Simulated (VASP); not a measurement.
# AlAs (e600) (F-43m) in VASP: single point with PBEsol

Aim: the single point of AlAs (e600) with PBEsol.

Program: VASP 6.6.1. These are calculated values, not measurements. Logs are shortened: lines on timing, memory, paths and dates and some standing lists are left out, and cuts for length are marked.

## 1. The cell of the first run

It takes space group F-43m (No. 216, cubic). The conventional cell has a = 5.675 Å, b = 5.675 Å, c = 5.675 Å, α = 90.00°, β = 90.00°, γ = 90.00°. Al (site symmetry -43m) has 4 As at 2.46 Å within 3.2 Å. As (site symmetry -43m) has 4 Al at 2.46 Å within 3.2 Å.

## 2. Single point, PBEsol

The input, INCAR:

```
SYSTEM = AlAs
PREC = Accurate
ENCUT = 500
EDIFF = 1E-6
ISMEAR = 0
SIGMA = 0.02
LREAL = .False.
LASPH = .True.
NELM = 120
ALGO = Normal
ISIF = 2
LWAVE = .False.
LCHARG = .True.
GGA = PS
LELF = .True.
LVHAR = .True.
NBANDS = 11
GGA_COMPAT = .False.
```

The input, KPOINTS:

```
Automatic mesh
0
Gamma
  8 8 8
  0 0 0
```

The input, POSCAR:

```
AlAs
1.0
    0.0000000000      2.8372990216      2.8372990216
    2.8372990216      0.0000000000      2.8372990216
    2.8372990216      2.8372990216      0.0000000000
Al As
1 1
Direct
    0.0000000000      0.0000000000      0.0000000000
    0.2500000000      0.2500000000      0.2500000000
```

Potentials or basis: VASP PAW PBE potentials, release 64 (Al, As).

Started as:

```console
$ cat potpaw_PBE.64/Al/POTCAR potpaw_PBE.64/As/POTCAR > POTCAR
$ mpirun -np 1 vasp_std > vasp.out
```

OUTCAR:

```text
SYSTEM = AlAs
   PREC = Accurate
   ENCUT = 500
   EDIFF = 1E-6
   ISMEAR = 0
   LREAL = .False.
   LASPH = .True.
   NELM = 120
   ISIF = 2
   GGA = PS

 ion  position               nearest neighbor table
   1  0.000  0.000  0.000-   2 2.46   2 2.46   2 2.46   2 2.46
   2  0.250  0.250  0.250-   1 2.46   1 2.46   1 2.46   1 2.46

  LATTYP: Found a face centered cubic cell.
 ALAT       =     5.6745980432

  Lattice vectors:

 A1 = (   0.0000000000,   2.8372990216,   2.8372990216)
 A2 = (   2.8372990216,   0.0000000000,   2.8372990216)
 A3 = (   2.8372990216,   2.8372990216,   0.0000000000)

Analysis of symmetry for initial positions (statically):
=====================================================================
 Subroutine PRICEL returns:
 Original cell was already a primitive cell.

 Routine SETGRP: Setting up the symmetry group for a
 face centered cubic supercell.

 Subroutine GETGRP returns: Found 24 space group operations
 (whereof 24 operations were pure point group operations)
 out of a pool of 48 trial point group operations.

The static configuration has the point symmetry T_d .

Analysis of symmetry for dynamics (positions and initial velocities):
=====================================================================
 Subroutine PRICEL returns:
 Original cell was already a primitive cell.

 Routine SETGRP: Setting up the symmetry group for a
 face centered cubic supercell.

 Subroutine GETGRP returns: Found 24 space group operations
 (whereof 24 operations were pure point group operations)
 out of a pool of 48 trial point group operations.

The dynamic configuration has the point symmetry T_d .

 Subroutine INISYM returns: Found 24 space group operations
 (whereof 24 operations are pure point group operations),
 and found     1 'primitive' translations

----------------------------------------------------------------------------------------

                                     Primitive cell

  volume of cell :      45.6820

  direct lattice vectors                    reciprocal lattice vectors
     0.000000000  2.837299022  2.837299022    -0.176223936  0.176223936  0.176223936
     2.837299022  0.000000000  2.837299022     0.176223936 -0.176223936  0.176223936
     2.837299022  2.837299022  0.000000000     0.176223936  0.176223936 -0.176223936

  length of vectors
     4.012546757  4.012546757  4.012546757     0.305228810  0.305228810  0.305228810

  position of ions in fractional coordinates (direct lattice)
     0.000000000  0.000000000  0.000000000
     0.250000000  0.250000000  0.250000000

  ion indices of the primitive-cell ions
[... 85 lines left out ...]
   PSTRESS=    0.0 pullay stress
   NELECT =       8.0000    total number of electrons
   NUPDOWN=      -1.0000    fix difference up-down
   EMIN   =  10.00;   EMAX   =-10.00  energy-range for DOS
   EFERMI =   0.00;   METHOD = LEGACY
   ISMEAR =     0;   SIGMA  =   0.02  broadening in eV -4-tet -1-fermi 0-gaus
   EFERMI_NEDOS =   21; number of points for ismear=-14 and -15
   IALGO  =     38    algorithm
   IMIX   =      4    mixing-type and parameters
     AMIX     =   0.40;   BMIX     =  1.00
     AMIX_MAG =   1.60;   BMIX_MAG =  1.00
  volume/ion in A,a.u.               =      22.84       154.14
  Fermi-wavevector in a.u.,A,eV,Ry     =   0.915918  1.730833 11.413995  0.838905
  Thomas-Fermi vector in A             =   2.040714
   LORBIT       =      0    0 simple, 1 ext, 2 COOP (PROOUT), +10 PAW based schemes
   GGA     = PS    functional components
   LHFCALC =     F    Hartree Fock is set to
   AEXX    =    0.0000 exact exchange contribution
   IVDW    =     0    specifies the selected vdW correction
   LEPSILON=     F    determine dielectric tensor
   LRPA    =     F    only Hartree local field effects (RPA)
 non-spin polarized calculation
 Gauss-broadening in eV      SIGMA  =   0.02
  energy-cutoff  :      500.00
  volume of cell :       45.68
 maximum number of plane-waves:      1211
 NGX is ok and might be reduce to    30
   NGX = 15   NGY = 15   NGZ = 15

 number of electron       8.0000000 magnetization

 Free energy of the ion-electron system (eV)
  ---------------------------------------------------
  ext. energy  EPLUGINS =         0.00000000
  ---------------------------------------------------
  free energy    TOTEN  =       -10.06468247 eV

  energy without entropy =      -10.06468247  energy(sigma->0) =      -10.06468247

 E-fermi :   3.8261     XC(G=0):  -9.1675

 val. band max:        3.7403242024   @ k =   0.0000   0.0000   0.0000
 cond. band min:       5.0718388069   @ k =   0.5000   0.5000   0.0000
 fundamental gap:      1.3315146045
 Fermi energy:         3.8261004431

 k-point     1 :       0.0000    0.0000    0.0000
  band No.  band energies     occupation
      1      -8.1058      2.00000
      2       3.7403      2.00000
      3       3.7403      2.00000
      4       3.7403      2.00000
      5       5.6632      0.00000
      6       7.9909      0.00000
      7       7.9909      0.00000
      8       7.9909      0.00000
      9      12.4112      0.00000
     10      12.7162      0.00000
     11      12.7162      0.00000
[... 309 lines left out ...]
 k-point    24 :      -0.3750    0.2500    0.1250
  band No.  band energies     occupation
      1      -6.4354      2.00000
      2      -1.5150      2.00000
      3       1.0420      2.00000
      4       2.1978      2.00000
      5       7.3347      0.00000
      6       7.8967      0.00000
      7      10.3547      0.00000
      8      11.2855      0.00000
      9      12.0075      0.00000
     10      14.6284      0.00000
     11      15.8928      0.00000

 [... further k-points ...]

------------------------ aborting loop because EDIFF is reached ----------------------------------------

  FORCE on cell =-STRESS in cart. coord.  units (eV):
  Direction    XX          YY          ZZ          XY          YZ          ZX
  --------------------------------------------------------------------------------------
  -------------------------------------------------------------------------------------
  Total        0.0778569      0.0778569      0.0778569     -0.0000000      0.0000000     -0.0000000
  in kB        2.7306282      2.7306282      2.7306282     -0.0000000      0.0000000     -0.0000000
  external PRESSURE =       2.7306282 kB  Pullay stress =       0.0000000 kB

 VOLUME and BASIS-vectors are now :
 -----------------------------------------------------------------------------
  energy-cutoff  :      500.00
  volume of cell :       45.68
      direct lattice vectors                 reciprocal lattice vectors
     0.000000000  2.837299022  2.837299022    -0.176223936  0.176223936  0.176223936
     2.837299022  0.000000000  2.837299022     0.176223936 -0.176223936  0.176223936
     2.837299022  2.837299022  0.000000000     0.176223936  0.176223936 -0.176223936

 POSITION                                       TOTAL-FORCE (eV/Angst)
 -----------------------------------------------------------------------------------
      0.00000      0.00000      0.00000         0.000000      0.000000      0.000000
      1.41865      1.41865      1.41865        -0.000000     -0.000000     -0.000000
 -----------------------------------------------------------------------------------
    total drift:                                0.000000      0.000000      0.000000

  FREE ENERGIE OF THE ION-ELECTRON SYSTEM (eV)
  ---------------------------------------------------
  free  energy   TOTEN  =       -10.0646824707 eV

  energy  without entropy=      -10.0646824707  energy(sigma->0) =      -10.06468247
```

OSZICAR:

```text
N       E                     dE             d eps       ncg     rms          rms(c)
DAV:   1     0.123321292385E+02    0.12332E+02   -0.30298E+03   646   0.538E+02
DAV:   2    -0.944779012551E+01   -0.21780E+02   -0.20603E+02   804   0.842E+01
DAV:   3    -0.103238818131E+02   -0.87609E+00   -0.87477E+00   800   0.173E+01
DAV:   4    -0.103307677637E+02   -0.68860E-02   -0.68852E-02   744   0.185E+00
DAV:   5    -0.103309076866E+02   -0.13992E-03   -0.13992E-03   782   0.252E-01    0.325E+00
DAV:   6    -0.101127847319E+02    0.21812E+00   -0.35078E-01   698   0.211E+00    0.185E+00
DAV:   7    -0.100663636926E+02    0.46421E-01   -0.17202E-01   736   0.158E+00    0.650E-01
DAV:   8    -0.100646164700E+02    0.17472E-02   -0.10862E-02   710   0.485E-01    0.936E-02
DAV:   9    -0.100646325724E+02   -0.16102E-04   -0.50172E-04   743   0.120E-01    0.447E-02
DAV:  10    -0.100646785940E+02   -0.46022E-04   -0.50422E-05   706   0.390E-02    0.937E-03
DAV:  11    -0.100646826222E+02   -0.40282E-05   -0.69953E-06   750   0.132E-02    0.498E-03
DAV:  12    -0.100646824707E+02    0.15158E-06   -0.12655E-06   472   0.490E-03
   1 F= -.10064682E+02 E0= -.10064682E+02  d E =-.679064E-12
```

stdout:

```text
POSCAR found type information on POSCAR AlAs
 POSCAR found :  2 types and       2 ions
 scaLAPACK will be used
 -----------------------------------------------------------------------------
|                                                                             |
|                                                                             |
|     You enforced a specific xc type in the INCAR file but a different       |
|     I HOPE YOU KNOW WHAT YOU ARE DOING!                                     |
|                                                                             |
 -----------------------------------------------------------------------------

 LDA part: xc-table for (Slater+PW92), standard interpolation
 POSCAR, INCAR and KPOINTS ok, starting setup
 FFT: planning ... GRIDC
 FFT: planning ... GRID_SOFT
 FFT: planning ... GRID
 WAVECAR not read
 entering main loop
```

Run time: 9.2 s. Hardware: 1 thread of AMD EPYC 9R45 (Zen 5), shared host; peak memory 0.14 GiB.

What came out:

| Item | Value |
| --- | --- |
| Free energy | -10.0647 eV |
| Pressure | 0.3 GPa |
| Band gap on the k mesh | 1.33 eV, indirect (least direct gap 1.92 eV) |

Caveat: the PAW data sets were made with another functional, which shifts forces and pressure a little. A k mesh can miss the band edges.
